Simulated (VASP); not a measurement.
# Cd (R-3m) in VASP: further runs, part 2 of 2

VASP 6.6.1. The steps go on from the part before.

### Step 4. Single point, PBE (strained)

Input file INCAR:

```
  ALGO = Fast
  EDIFF = 1E-6
  ENCUT = 520
  GGA = PE
  ISIF = 2
  ISMEAR = 0
  LASPH = True
  LCHARG = False
  LREAL = False
  LWAVE = False
  NBANDS = 12
  NELM = 100
  PREC = Accurate
  SIGMA = 0.1
```

Input file KPOINTS:

```
k-points
0
Gamma
  18 18 18
```

Input file POSCAR:

```
Cd
1.0
    1.6123065090      0.9308655970      2.4190632034
   -1.6123065090      0.9308655970      2.4190632034
    0.0000000000     -1.8617311941      2.4190632034
Cd
1
Direct
    0.0000000000      0.0000000000      0.0000000000
```

Potentials or basis: VASP PAW PBE potentials, release 64 (Cd).

Started as:

```
$ cat potpaw_PBE.64/Cd/POTCAR > POTCAR
$ mpirun -np 1 vasp_std > vasp.out
```

OUTCAR:

```text
EDIFF = 1E-6
   ENCUT = 520
   GGA = PE
   ISIF = 2
   ISMEAR = 0
   LASPH = True
   LREAL = False
   NELM = 100
   PREC = Accurate

 ion  position               nearest neighbor table
   1  0.000  0.000  0.000-

  LATTYP: Found a trigonal (rhomboedric) cell.
 ALAT       =     3.0525251548
 COS(alpha) =     0.4420353214

  Lattice vectors:

 A1 = (   1.6123065090,   0.9308655970,   2.4190632034)
 A2 = (  -1.6123065090,   0.9308655970,   2.4190632034)
 A3 = (   0.0000000000,  -1.8617311941,   2.4190632034)

Analysis of symmetry for initial positions (statically):
=====================================================================
 Subroutine PRICEL returns:
 Original cell was already a primitive cell.

 Routine SETGRP: Setting up the symmetry group for a
 trigonal (rhombohedral) supercell.

 Subroutine GETGRP returns: Found 12 space group operations
 (whereof 12 operations were pure point group operations)
 out of a pool of 12 trial point group operations.

The static configuration has the point symmetry D_3d.

Analysis of symmetry for dynamics (positions and initial velocities):
=====================================================================
 Subroutine PRICEL returns:
 Original cell was already a primitive cell.

 Routine SETGRP: Setting up the symmetry group for a
 trigonal (rhombohedral) supercell.

 Subroutine GETGRP returns: Found 12 space group operations
 (whereof 12 operations were pure point group operations)
 out of a pool of 12 trial point group operations.

The dynamic configuration has the point symmetry D_3d.

 Subroutine INISYM returns: Found 12 space group operations
 (whereof 12 operations are pure point group operations),
 and found     1 'primitive' translations

----------------------------------------------------------------------------------------

                                     Primitive cell

  volume of cell :      21.7838

[... 112 lines left out ...]
   LHFCALC =     F    Hartree Fock is set to
   AEXX    =    0.0000 exact exchange contribution
   IVDW    =     0    specifies the selected vdW correction
   LEPSILON=     F    determine dielectric tensor
   LRPA    =     F    only Hartree local field effects (RPA)
 non-spin polarized calculation
 RMM-DIIS sequential band-by-band and
 Gauss-broadening in eV      SIGMA  =   0.10
  energy-cutoff  :      520.00
  volume of cell :       21.78
 maximum number of plane-waves:       597
   NGX = 11   NGY = 11   NGZ = 11

 number of electron      11.9999999 magnetization

 Free energy of the ion-electron system (eV)
  ---------------------------------------------------
  ext. energy  EPLUGINS =         0.00000000
  ---------------------------------------------------
  free energy    TOTEN  =        -0.73194945 eV

  energy without entropy =       -0.73012461  energy(sigma->0) =       -0.73103703

 E-fermi :   2.8482     XC(G=0): -10.9930

 val. band max:        2.8409943909   @ k =   0.5000   0.5000   0.4444
 cond. band min:       2.8565319163   @ k =  -0.3333   0.3889   0.2778
 fundamental gap:      0.0155375254
 Fermi energy:         2.8481645504

 k-point     1 :       0.0000    0.0000    0.0000
  band No.  band energies     occupation
      1      -6.4217      2.00000
      2      -6.4217      2.00000
      3      -6.1690      2.00000
      4      -5.9117      2.00000
      5      -5.8183      2.00000
      6      -5.8183      2.00000
      7      16.2604      0.00000
      8      16.9125      0.00000
      9      16.9125      0.00000
     10      20.4135      0.00000
     11      20.4435      0.00000
     12      20.4436      0.00000
[... 331 lines left out ...]
 k-point    24 :      -0.2222    0.0556   -0.0000
  band No.  band energies     occupation
      1      -6.5604      2.00000
      2      -6.3679      2.00000
      3      -6.0500      2.00000
      4      -5.8057      2.00000
      5      -5.7571      2.00000
      6      -4.2897      2.00000
      7       9.0567      0.00000
      8      14.1865      0.00000
      9      16.9184      0.00000
     10      19.3436      0.00000
     11      20.2879      0.00000
     12      21.2650      0.00000

 [... further k-points ...]

------------------------ aborting loop because EDIFF is reached ----------------------------------------

  FORCE on cell =-STRESS in cart. coord.  units (eV):
  Direction    XX          YY          ZZ          XY          YZ          ZX
  --------------------------------------------------------------------------------------
  -------------------------------------------------------------------------------------
  Total        0.3733353      0.3733353      0.4029978      0.0000000     -0.0000000     -0.0000000
  in kB       27.4584841     27.4584841     29.6401366      0.0000000     -0.0000000     -0.0000000
  external PRESSURE =      28.1857016 kB  Pullay stress =       0.0000000 kB

 VOLUME and BASIS-vectors are now :
 -----------------------------------------------------------------------------
  energy-cutoff  :      520.00
  volume of cell :       21.78
      direct lattice vectors                 reciprocal lattice vectors
     1.612306509  0.930865597  2.419063203     0.310114731  0.179044824  0.137794388
    -1.612306509  0.930865597  2.419063203    -0.310114731  0.179044824  0.137794388
     0.000000000 -1.861731194  2.419063203     0.000000000 -0.358089647  0.137794388

 POSITION                                       TOTAL-FORCE (eV/Angst)
 -----------------------------------------------------------------------------------
      0.00000      0.00000      0.00000         0.000000      0.000000      0.000000
 -----------------------------------------------------------------------------------
    total drift:                                0.000000      0.000000      0.000000

  FREE ENERGIE OF THE ION-ELECTRON SYSTEM (eV)
  ---------------------------------------------------
  free  energy   TOTEN  =        -0.7319494528 eV

  energy  without entropy=       -0.7301246134  energy(sigma->0) =       -0.73103703
```

OSZICAR:

```text
N       E                     dE             d eps       ncg     rms          rms(c)
DAV:   1     0.710166864511E+02    0.71017E+02   -0.70102E+03 14848   0.996E+02
DAV:   2     0.518560656816E+00   -0.70498E+02   -0.66949E+02 15156   0.238E+02
DAV:   3    -0.776991227762E+00   -0.12956E+01   -0.12949E+01 16600   0.364E+01
DAV:   4    -0.778592750742E+00   -0.16015E-02   -0.16015E-02 15488   0.127E+00
DAV:   5    -0.778596447860E+00   -0.36971E-05   -0.36969E-05 16652   0.609E-02    0.310E+00
RMM:   6    -0.733828588769E+00    0.44768E-01   -0.80136E-02 14274   0.300E+00    0.247E+00
RMM:   7    -0.731752205446E+00    0.20764E-02   -0.64521E-03 14851   0.754E-01    0.123E+00
RMM:   8    -0.731912662776E+00   -0.16046E-03   -0.16259E-03 14877   0.603E-01    0.804E-02
RMM:   9    -0.731941134265E+00   -0.28471E-04   -0.71260E-05 15693   0.980E-02    0.433E-02
RMM:  10    -0.731949982805E+00   -0.88485E-05   -0.25540E-05 15422   0.740E-02    0.878E-03
RMM:  11    -0.731949452831E+00    0.52997E-06   -0.25138E-06 13196   0.169E-02
   1 F= -.73194945E+00 E0= -.73103703E+00  d E =-.182484E-02
```

Run time: 97 s. Hardware: 1 thread of Oxide Virtual Turin-like, shared host; peak memory 0.22 GiB.

Results:

| Item | Value |
| --- | --- |
| Free energy | -0.7319 eV |
| Pressure | 2.8 GPa |
| Band gap on the k mesh | zero (bands 6 and 7 overlap by 3.44 eV) |

Caveat: the cell differs from its parent crystal (strained).

### Step 5. The runs side by side

| cell | k mesh | smearing | further INCAR settings | gap on the mesh (eV) | pressure (GPa) |
| --- | --- | --- | --- | --- | --- |
| a = 3.080, b = 3.325, c = 4.532 Å, angles 90.0, 96.4, 90.0°, 2 atoms, atomic positions A | 12 × 10 × 8 | gaussian 0.15 eV | ALGO = Fast; EDIFF = 1e-07; NBANDS = 19 | none | 0.3 |
| a = 2.956 Å, angles 67.2°, 1 atom, atomic positions B | 18 × 18 × 18 | gaussian 0.1 eV | ALGO = Fast; EDIFF = 1e-06; NBANDS = 12 | none | 6.1 |
| a = 3.053 Å, angles 63.8°, 1 atom, atomic positions B | 18 × 18 × 18 | gaussian 0.1 eV | ALGO = Fast; EDIFF = 1e-06; NBANDS = 12 | none | 2.8 |

Alike in all rows: task single point; level PBE; potentials or basis VASP PAW PBE potentials, release 64 (Cd); no spin polarisation; cutoff (eV) 520.

Caveats: the cell stands under pressure (at least some runs).

Absolute energies hang on the potentials; compare differences alone.
